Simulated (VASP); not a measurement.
# Mg8HO8 (a cell with a defect) in VASP: a series of runs, part 2 of 2

VASP 6.6.1.

### 3 Single point, PBE

INCAR reads:

```
SYSTEM = Mg8HO8
PREC = Accurate ; ENCUT = 520
EDIFF = 1E-6 ; ISMEAR = 0
SIGMA = 0.02 ; LREAL = Auto
LASPH = .True. ; NELM = 100
ALGO = Normal ; ISIF = 2
LWAVE = .False. ; LCHARG = .False.
GGA = PE ; NBANDS = 46
NELECT = 64.0
```

KPOINTS reads:

```
Automatic mesh
0
Gamma
  3 3 3
  0 0 0
```

POSCAR reads:

```
Mg8HO8
1.0
    0.0000000000      3.8970000000      3.8970000000
    3.8970000000      0.0000000000      3.8970000000
    3.8970000000      3.8970000000      0.0000000000
Mg O H
8 8 1
Direct
   -0.0072777778      0.0068507827     -0.0013139595
   -0.0040377213      0.0103225558      0.5006576854
   -0.0040931486      0.5088965871      0.0021632025
    0.0002359507      0.5089393123      0.5007191429
    0.5001616628      0.0090733898      0.0008683603
    0.4908053631     -0.0240560688      0.5263301257
    0.4908968437      0.5344821658     -0.0323892738
    0.4877362073      0.5153805491      0.5071978445
    0.2602122145      0.2599355915      0.2517115730
    0.2471571722      0.2542716192      0.7537732871
    0.2472045163      0.7619299461      0.2460372081
    0.2321875802      0.7601424172      0.7519445727
    0.7301920708      0.2609618938      0.2528459071
    0.7461425455      0.2630204003      0.7461307416
    0.7460881447      0.7543637413      0.2548743906
    0.7506325378      0.7587459584      0.7505345137
    0.5182844496      0.3004504747      0.2921771876
```

Potentials or basis: VASP PAW PBE potentials, release 64 (Mg, O, H).

Launch:

```
$ cat potpaw_PBE.64/Mg/POTCAR potpaw_PBE.64/O/POTCAR potpaw_PBE.64/H/POTCAR > POTCAR
$ mpirun -np 1 vasp_std > vasp.out
```

OUTCAR:

```text
SYSTEM = Mg8HO8
   PREC = Accurate
   ENCUT = 520
   EDIFF = 1E-6
   ISMEAR = 0
   LREAL = Auto
   LASPH = .True.
   NELM = 100
   ISIF = 2
   GGA = PE
   NELECT = 64.0

 ion  position               nearest neighbor table
   1  0.993  0.007  0.999-  12 1.92  15 1.95  14 1.95  11 1.96  10 1.96  13 1.98   6 2.68   7 2.68
                             5 2.70   3 2.73   2 2.73   4 2.76   4 2.76   2 2.79   3 2.79   5 2.81
   2  0.996  0.010  0.501-  12 1.90  16 1.94  14 1.94  11 1.96  13 2.00   9 2.00   6 2.71   8 2.72
                             1 2.73   5 2.74   3 2.75   4 2.75   4 2.76   3 2.76   5 2.77   1 2.79
   3  0.996  0.509  0.002-  12 1.90  16 1.94  15 1.94  10 1.96  13 2.00   9 2.00   7 2.71   8 2.72
                             1 2.73   5 2.74   2 2.75   4 2.75   4 2.76   2 2.76   5 2.77   1 2.79
   4  0.000  0.509  0.501-   9 1.94  16 1.95  11 1.95  10 1.95  15 1.95  14 1.95   7 2.70   6 2.70
                             8 2.72   2 2.75   3 2.75   1 2.76   1 2.76   3 2.76   2 2.76   8 2.79
   5  0.500  0.009  0.001-  14 1.95  15 1.95  10 1.95  11 1.95  16 1.95   9 1.96   1 2.70   6 2.74
                             7 2.74   3 2.74   2 2.74   8 2.76   8 2.76   2 2.77   3 2.77   7 2.78
   6  0.491  0.976  0.526-  17 1.63  12 1.85  16 1.89  15 1.93  10 1.98   9 1.98  13 2.05   7 2.43
                             8 2.60   1 2.68   4 2.70   2 2.71   5 2.74   5 2.78   2 2.81   4 2.83
   7  0.491  0.534  0.968-  17 1.63  12 1.85  16 1.89  14 1.93  11 1.98   9 1.98  13 2.05   6 2.43
                             8 2.60   1 2.68   4 2.70   3 2.71   5 2.74   5 2.78   3 2.81   4 2.83
   8  0.488  0.515  0.507-  12 1.91  15 1.94  14 1.94  10 1.96  11 1.96  17 1.96  13 1.98   7 2.60
                             6 2.60   2 2.72   3 2.72   4 2.72   5 2.76   5 2.76   4 2.79   3 2.79
   9  0.260  0.260  0.252-   4 1.94   5 1.96   6 1.98   7 1.98   3 2.00   2 2.00
  10  0.247  0.254  0.754-   4 1.95   5 1.95   8 1.96   1 1.96   3 1.96   6 1.98
  11  0.247  0.762  0.246-   4 1.95   5 1.95   1 1.96   8 1.96   2 1.96   7 1.98
  12  0.232  0.760  0.752-   7 1.85   6 1.85   2 1.90   3 1.90   8 1.91   1 1.92
  13  0.730  0.261  0.253-  17 1.00   1 1.98   8 1.98   2 2.00   3 2.00   6 2.05   7 2.05
  14  0.746  0.263  0.746-   7 1.93   8 1.94   2 1.94   1 1.95   5 1.95   4 1.95
  15  0.746  0.754  0.255-   6 1.93   8 1.94   3 1.94   1 1.95   5 1.95   4 1.95
  16  0.751  0.759  0.751-   7 1.89   6 1.89   3 1.94   2 1.94   4 1.95   5 1.95
  17  0.518  0.300  0.292-  13 1.00   7 1.63   6 1.63   8 1.96

  LATTYP: Found a face centered cubic cell.
 ALAT       =     7.7940000000

  Lattice vectors:

 A1 = (   0.0000000000,   3.8970000000,   3.8970000000)
 A2 = (   3.8970000000,   0.0000000000,   3.8970000000)
 A3 = (   3.8970000000,   3.8970000000,   0.0000000000)

Analysis of symmetry for initial positions (statically):
=====================================================================
 Subroutine PRICEL returns:
 Original cell was already a primitive cell.

 Routine SETGRP: Setting up the symmetry group for a
 face centered cubic supercell.

 Subroutine GETGRP returns: Found  1 space group operations
 (whereof  1 operations were pure point group operations)
 out of a pool of 48 trial point group operations.

The static configuration has the point symmetry C_1 .

Analysis of symmetry for dynamics (positions and initial velocities):
=====================================================================
 Subroutine PRICEL returns:
 Original cell was already a primitive cell.

 Routine SETGRP: Setting up the symmetry group for a
 face centered cubic supercell.

 Subroutine GETGRP returns: Found  1 space group operations
 (whereof  1 operations were pure point group operations)
 out of a pool of 48 trial point group operations.

The dynamic configuration has the point symmetry C_1 .

[... 105 lines left out ...]
   NGX,Y,Z   is equivalent  to a cutoff of  12.67, 12.67, 12.67 a.u.
   NGXF,Y,Z  is equivalent  to a cutoff of  25.34, 25.34, 25.34 a.u.
 SYSTEM =  Mg8HO8
   PREC   = accura    normal or accurate (medium, high low for compatibility)
   ISTART =      0    job   : 0-new  1-cont  2-samecut
   ICHARG =      2    charge: 1-file 2-atom 10-const
   ISPIN  =      1    spin polarized calculation?
   LNONCOLLINEAR =      F non collinear calculations
   LSORBIT =      F    spin-orbit coupling
   LASPH  =      T    aspherical Exc in radial PAW
   ENCUT  =  520.0 eV  38.22 Ry    6.18 a.u.  10.25 10.25 10.25*2*pi/ulx,y,z
   NELM   =    100;   NELMIN=  2; NELMDL= -5     # of ELM steps
   EDIFF  = 0.1E-05   stopping-criterion for ELM
   LREAL  =      T    real-space projection
   EDIFFG = 0.1E-04   stopping-criterion for IOM
   NSW    =      0    number of steps for IOM
   IBRION =     -1    ionic relax: 0-MD 1-quasi-New 2-CG
   NFREE  =      0    steps in history (QN), initial steepest desc. (CG)
   ISIF   =      2    stress and relaxation
   ISYM   =      2    0-nonsym 1-usesym 2-fastsym
   POTIM  = 0.5000    time-step for ionic-motion
   TEBEG  =    0.0;   TEEND  =   0.0 temperature during run
   PSTRESS=    0.0 pullay stress
   NELECT =      64.0000    total number of electrons
   NUPDOWN=      -1.0000    fix difference up-down
   EMIN   =  10.00;   EMAX   =-10.00  energy-range for DOS
   EFERMI =   0.00;   METHOD = LEGACY
   ISMEAR =     0;   SIGMA  =   0.02  broadening in eV -4-tet -1-fermi 0-gaus
   EFERMI_NEDOS =   21; number of points for ismear=-14 and -15
   IALGO  =     38    algorithm
   IMIX   =      4    mixing-type and parameters
     AMIX     =   0.40;   BMIX     =  1.00
     AMIX_MAG =   1.60;   BMIX_MAG =  1.00
  volume/ion in A,a.u.               =       6.96        46.99
  Fermi-wavevector in a.u.,A,eV,Ry     =   1.333709  2.520345 24.201767  1.778780
  Thomas-Fermi vector in A             =   2.462546
   LORBIT       =      0    0 simple, 1 ext, 2 COOP (PROOUT), +10 PAW based schemes
   GGA     = PE    functional components
   LHFCALC =     F    Hartree Fock is set to
   AEXX    =    0.0000 exact exchange contribution
   IVDW    =     0    specifies the selected vdW correction
   LEPSILON=     F    determine dielectric tensor
   LRPA    =     F    only Hartree local field effects (RPA)
 non-spin polarized calculation
 Gauss-broadening in eV      SIGMA  =   0.02
  energy-cutoff  :      520.00
  volume of cell :      118.36
 maximum number of plane-waves:      3198
 NGX is ok and might be reduce to    42
   NGX = 21   NGY = 21   NGZ = 21

 number of electron      63.9999999 magnetization

 Free energy of the ion-electron system (eV)
  ---------------------------------------------------
  ext. energy  EPLUGINS =         0.00000000
  ---------------------------------------------------
  free energy    TOTEN  =       -97.24778191 eV

  energy without entropy =      -97.24778191  energy(sigma->0) =      -97.24778191

 E-fermi :   5.4394     XC(G=0): -12.2231

 val. band max:        5.3145348222   @ k =   0.0000   0.0000   0.0000
 cond. band min:      11.3673826291   @ k =   0.0000   0.0000   0.0000
 fundamental gap:      6.0528478070
 Fermi energy:         5.4393648757

 k-point     1 :       0.0000    0.0000    0.0000
  band No.  band energies     occupation
      1     -15.4482      2.00000
      2     -12.7354      2.00000
      3     -11.4283      2.00000
      4     -11.2746      2.00000
      5     -11.0769      2.00000
      6     -11.0624      2.00000
[... 647 lines left out ...]
     43      18.0587      0.00000
     44      18.1642      0.00000
 [bands above 44 left out]

------------------------ aborting loop because EDIFF is reached ----------------------------------------

  FORCE on cell =-STRESS in cart. coord.  units (eV):
  Direction    XX          YY          ZZ          XY          YZ          ZX
  --------------------------------------------------------------------------------------
  -------------------------------------------------------------------------------------
  Total       42.8206308     46.1947668     46.1960762      0.9075699     -4.9544359      0.8938708
  in kB      579.6187554    625.2909572    625.3086817     12.2848384    -67.0630939     12.0994073
  external PRESSURE =     610.0727981 kB  Pullay stress =       0.0000000 kB

 VOLUME and BASIS-vectors are now :
 -----------------------------------------------------------------------------
  energy-cutoff  :      520.00
  volume of cell :      118.36
      direct lattice vectors                 reciprocal lattice vectors
     0.000000000  3.897000000  3.897000000    -0.128303823  0.128303823  0.128303823
     3.897000000  0.000000000  3.897000000     0.128303823 -0.128303823  0.128303823
     3.897000000  3.897000000  0.000000000     0.128303823  0.128303823 -0.128303823

 POSITION                                       TOTAL-FORCE (eV/Angst)
 -----------------------------------------------------------------------------------
      3.91858      7.76052      3.89534        -0.041001     -0.006115     -0.005853
      1.99129      5.83233      3.92149        -0.007934      0.015467     -0.027510
      1.99160      3.88948      5.86422        -0.009287     -0.025152      0.012641
      3.93464      1.95222      1.98426        -0.006615     -0.021374     -0.021499
      0.03874      1.95251      1.98449        -0.020343     -0.010951     -0.011377
      5.85436      3.96378      5.71592        -0.047434     -0.039511     -0.043884
[... 9 lines left out ...]
      5.88167      5.85005      5.88205        -0.017989     -0.019983     -0.020019
      2.30947      3.15837      3.19061         0.295190      0.125540      0.125906
 -----------------------------------------------------------------------------------
    total drift:                                0.000808      0.006487      0.000664

  FREE ENERGIE OF THE ION-ELECTRON SYSTEM (eV)
  ---------------------------------------------------
  free  energy   TOTEN  =       -97.2477819086 eV

  energy  without entropy=      -97.2477819086  energy(sigma->0) =      -97.24778191
```

Wall time 1.7 min (1 thread of Intel Xeon 6975P-C (Granite Rapids), shared host); peak memory 0.28 GiB.

Results:

```yaml
Free_energy: -97.2478 eV
Largest_force: 0.345 eV/Å
```

Forces in eV/Å, atoms in the order of the input:
```
Mg  -0.041 -0.006 -0.006
Mg  -0.008  0.015 -0.028
Mg  -0.009 -0.025  0.013
Mg  -0.007 -0.021 -0.021
Mg  -0.020 -0.011 -0.011
Mg  -0.047 -0.040 -0.044
Mg  -0.040 -0.042 -0.043
Mg   0.039  0.011  0.013
O   -0.012 -0.048 -0.048
O   -0.029 -0.015  0.006
O   -0.030  0.005 -0.015
O   -0.010 -0.028 -0.027
O   -0.041  0.112  0.116
O   -0.012  0.003 -0.016
O   -0.010 -0.017  0.006
O   -0.018 -0.020 -0.020
H    0.295  0.126  0.126
```

Caveat: the k points lie up to 0.47 Å⁻¹ apart; the cell carries a net charge on a neutralising background, which shifts energy and pressure; the cell is charged against a uniform background, so pressure and absolute levels hang on convention.
